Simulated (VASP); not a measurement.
# SnSe2 (P-3m1) in VASP: further runs, part 2 of 2

VASP 6.6.1. Earlier steps stand in the parts before.

## 3. Single point, PBE+D3(BJ)

This run uses another cell than the first one, of 25.73 Å³/atom, 1.006 times its volume.

INCAR reads:

```
PREC     = Accurate       # precision mode
ENCUT    = 520            # plane-wave cutoff, eV
EDIFF    = 1E-6           # SCF threshold, eV
ISMEAR   = 0              # smearing method
SIGMA    = 0.1            # smearing width, eV
LREAL    = F              # projectors in reciprocal space
LASPH    = T              # aspherical terms in the spheres
NELM     = 80             # most SCF steps
ALGO     = Normal         # electronic algorithm
ISIF     = 2              # what is computed and relaxed
LWAVE    = F              # write WAVECAR
LCHARG   = F              # write CHGCAR
GGA      = PE             # functional
IVDW     = 12             # dispersion correction
NBANDS   = 20             # bands
```

KPOINTS reads:

```
Automatic mesh
0
Gamma
  6 6 4
```

POSCAR reads:

```
SnSe2
1.0
    3.8110000000      0.0000000000      0.0000000000
   -1.9055000000      3.3004228138      0.0000000000
    0.0000000000      0.0000000000      6.1360000000
Sn Se
1 2
Direct
    0.0000000000      0.0000000000      0.0000000000
    0.3333333333      0.6666666667      0.2490000000
    0.6666666667      0.3333333333      0.7510000000
```

Potentials or basis: VASP PAW PBE potentials, release 64 (Sn_d, Se).

Run with:

```sh
> cat potpaw_PBE.64/Sn_d/POTCAR potpaw_PBE.64/Se/POTCAR > POTCAR
> mpirun -np 1 vasp_std > vasp.out
```

OUTCAR:

```text
PREC = Accurate
   ENCUT = 520
   EDIFF = 1E-6
   ISMEAR = 0
   LREAL = F
   LASPH = T
   NELM = 80
   ISIF = 2
   GGA = PE
   IVDW = 12
 IVDW          = 12

 ion  position               nearest neighbor table
   1  0.000  0.000  0.000-   2 2.68   3 2.68   2 2.68   3 2.68   3 2.68   2 2.68
   2  0.333  0.667  0.249-   1 2.68   1 2.68   1 2.68
   3  0.667  0.333  0.751-   1 2.68   1 2.68   1 2.68

  LATTYP: Found a hexagonal cell.
 ALAT       =     3.8110000000
 C/A-ratio  =     1.6100760955

  Lattice vectors:

 A1 = (   3.8110000000,   0.0000000000,   0.0000000000)
 A2 = (  -1.9055000000,   3.3004228138,   0.0000000000)
 A3 = (   0.0000000000,   0.0000000000,   6.1360000000)

Analysis of symmetry for initial positions (statically):
=====================================================================
 Subroutine PRICEL returns:
 Original cell was already a primitive cell.

 Routine SETGRP: Setting up the symmetry group for a
 hexagonal supercell.

 Subroutine GETGRP returns: Found 12 space group operations
 (whereof 12 operations were pure point group operations)
 out of a pool of 24 trial point group operations.

The static configuration has the point symmetry D_3d.

Analysis of symmetry for dynamics (positions and initial velocities):
=====================================================================
 Subroutine PRICEL returns:
 Original cell was already a primitive cell.

 Routine SETGRP: Setting up the symmetry group for a
 hexagonal supercell.

 Subroutine GETGRP returns: Found 12 space group operations
 (whereof 12 operations were pure point group operations)
 out of a pool of 24 trial point group operations.

The dynamic configuration has the point symmetry D_3d.

 Subroutine INISYM returns: Found 12 space group operations
 (whereof 12 operations are pure point group operations),
[... 111 lines left out ...]
   EFERMI =   0.00;   METHOD = LEGACY
   ISMEAR =     0;   SIGMA  =   0.10  broadening in eV -4-tet -1-fermi 0-gaus
   EFERMI_NEDOS =   21; number of points for ismear=-14 and -15
   IALGO  =     38    algorithm
   IMIX   =      4    mixing-type and parameters
     AMIX     =   0.40;   BMIX     =  1.00
     AMIX_MAG =   1.60;   BMIX_MAG =  1.00
  volume/ion in A,a.u.               =      25.73       173.61
  Fermi-wavevector in a.u.,A,eV,Ry     =   1.139116  2.152617 17.654722  1.297585
  Thomas-Fermi vector in A             =   2.275820
   LORBIT       =      0    0 simple, 1 ext, 2 COOP (PROOUT), +10 PAW based schemes
   GGA     = PE    functional components
   LHFCALC =     F    Hartree Fock is set to
   AEXX    =    0.0000 exact exchange contribution
   IVDW    =    12    specifies the selected vdW correction
   LEPSILON=     F    determine dielectric tensor
   LRPA    =     F    only Hartree local field effects (RPA)
 non-spin polarized calculation
 Gauss-broadening in eV      SIGMA  =   0.10
  energy-cutoff  :      520.00
  volume of cell :       77.18
 maximum number of plane-waves:      2109
   NGX = 15   NGY = 15   NGZ = 23

 number of electron      26.0000006 magnetization

 Free energy of the ion-electron system (eV)
  ---------------------------------------------------
  ext. energy  EPLUGINS =         0.00000000
  ---------------------------------------------------
  free energy    TOTEN  =       -11.73726331 eV

  energy without entropy =      -11.73726331  energy(sigma->0) =      -11.73726331

 E-fermi :   4.5675     XC(G=0):  -9.4534

 val. band max:        4.1708087132   @ k =   0.0000   0.0000   0.0000
 cond. band min:       4.9858931976   @ k =   0.5000   0.0000   0.2500
 fundamental gap:      0.8150844845
 Fermi energy:         4.5675078149

 k-point     1 :       0.0000    0.0000    0.0000
  band No.  band energies     occupation
      1     -17.0980      2.00000
      2     -17.0980      2.00000
      3     -17.0600      2.00000
      4     -17.0445      2.00000
      5     -17.0445      2.00000
      6      -9.8266      2.00000
[... 541 lines left out ...]
     19      13.1683      0.00000
     20      13.2465      0.00000

------------------------ aborting loop because EDIFF is reached ----------------------------------------

 Edisp (eV)   -1.08284

 E8    (eV) :    -0.4736

  FORCE on cell =-STRESS in cart. coord.  units (eV):
  Direction    XX          YY          ZZ          XY          YZ          ZX
  --------------------------------------------------------------------------------------
  -------------------------------------------------------------------------------------
  Total       1.39235     1.39235     2.04862    -0.00000    -0.00000     0.00000
  in kB      28.90451    28.90451    42.52828    -0.00000    -0.00000     0.00000
  external pressure =       33.45 kB  Pullay stress =        0.00 kB

 VOLUME and BASIS-vectors are now :
 -----------------------------------------------------------------------------
  energy-cutoff  :      520.00
  volume of cell :       77.18
      direct lattice vectors                 reciprocal lattice vectors
     3.811000000  0.000000000  0.000000000     0.262398321  0.151495741  0.000000000
    -1.905500000  3.300422814  0.000000000     0.000000000  0.302991482  0.000000000
     0.000000000  0.000000000  6.136000000     0.000000000  0.000000000  0.162972621

 POSITION                                       TOTAL-FORCE (eV/Angst)
 -----------------------------------------------------------------------------------
      0.00000      0.00000      0.00000        -0.000000      0.000000     -0.000000
     -0.00000      2.20028      1.52786         0.000000      0.000000      0.808099
      1.90550      1.10014      4.60814        -0.000000      0.000000     -0.808099
 -----------------------------------------------------------------------------------
    total drift:                                0.000000      0.000000      0.000000

  FREE ENERGIE OF THE ION-ELECTRON SYSTEM (eV)
  ---------------------------------------------------
  free  energy   TOTEN  =       -12.8200991365 eV

  energy  without entropy=      -12.8200991364  energy(sigma->0) =      -12.82009914
```

OSZICAR:

```text
N       E                     dE             d eps       ncg     rms          rms(c)
DAV:   1     0.214576914526E+03    0.21458E+03   -0.12180E+04   992   0.150E+03
DAV:   2     0.134212922150E+02   -0.20116E+03   -0.19343E+03  1020   0.394E+02
DAV:   3    -0.111156164937E+02   -0.24537E+02   -0.24065E+02  1148   0.118E+02
DAV:   4    -0.119956593082E+02   -0.88004E+00   -0.87818E+00  1164   0.234E+01
DAV:   5    -0.120147027214E+02   -0.19043E-01   -0.19042E-01  1348   0.362E+00    0.523E+00
DAV:   6    -0.117576804224E+02    0.25702E+00   -0.49702E-01  1448   0.753E+00    0.338E+00
DAV:   7    -0.117369288321E+02    0.20752E-01   -0.17047E-01  1144   0.264E+00    0.102E+00
DAV:   8    -0.117367021780E+02    0.22665E-03   -0.13119E-02  1240   0.116E+00    0.292E-01
DAV:   9    -0.117372239036E+02   -0.52173E-03   -0.15934E-03  1080   0.302E-01    0.896E-02
DAV:  10    -0.117372300774E+02   -0.61738E-05   -0.11125E-04  1288   0.765E-02    0.350E-02
DAV:  11    -0.117372625411E+02   -0.32464E-04   -0.43590E-05  1064   0.366E-02    0.665E-03
DAV:  12    -0.117372633106E+02   -0.76950E-06   -0.22186E-06  1040   0.108E-02
   1 F= -.12820099E+02 E0= -.12820099E+02  d E =-.137168E-09
```

stdout:

```text
POSCAR found type information on POSCAR SnSe
 POSCAR found :  2 types and       3 ions
 scaLAPACK will be used
 LDA part: xc-table for (Slater+PW92), standard interpolation
 POSCAR, INCAR and KPOINTS ok, starting setup
 FFT: planning ... GRIDC
 FFT: planning ... GRID_SOFT
 FFT: planning ... GRID
 WAVECAR not read
 entering main loop
```

Wall time 30 s (1 thread of Intel Xeon Platinum 8488C (Sapphire Rapids), shared host); peak memory 0.21 GiB.

What came out:

```
Free energy                : -12.8201 eV
Pressure                   : 3.3 GPa
Largest force              : 0.808 eV/Å
Band gap on the k mesh     : 0.82 eV, indirect (least direct gap 1.09 eV)
Dispersion energy per atom : -0.361 eV
```

Forces in eV/Å, atoms in the order of the input:
```
Sn   0.000  0.000  0.000
Se   0.000  0.000  0.808
Se   0.000  0.000 -0.808
```

Levels at points of the mesh, in eV from the valence-band top:
```tsv
k point	band 10	band 11	band 12	band 13	band 14	band 15	band 16	band 17
(0.00, 0.00, 0.00)	-0.70	-0.39	-0.39	0.00	1.09	2.95	4.64	4.64
(0.50, 0.00, 0.00)	-2.90	-2.68	-1.19	-0.30	1.16	3.80	5.45	5.49
(0.00, 0.00, 0.50)	-0.79	-0.79	-0.24	-0.24	2.45	2.92	4.37	4.37
(0.50, 0.00, 0.50)	-2.51	-1.99	-0.83	-0.69	0.87	4.26	4.85	5.84
```

Caveat: spin-orbit coupling is left out, which moves the levels of the heavy elements.
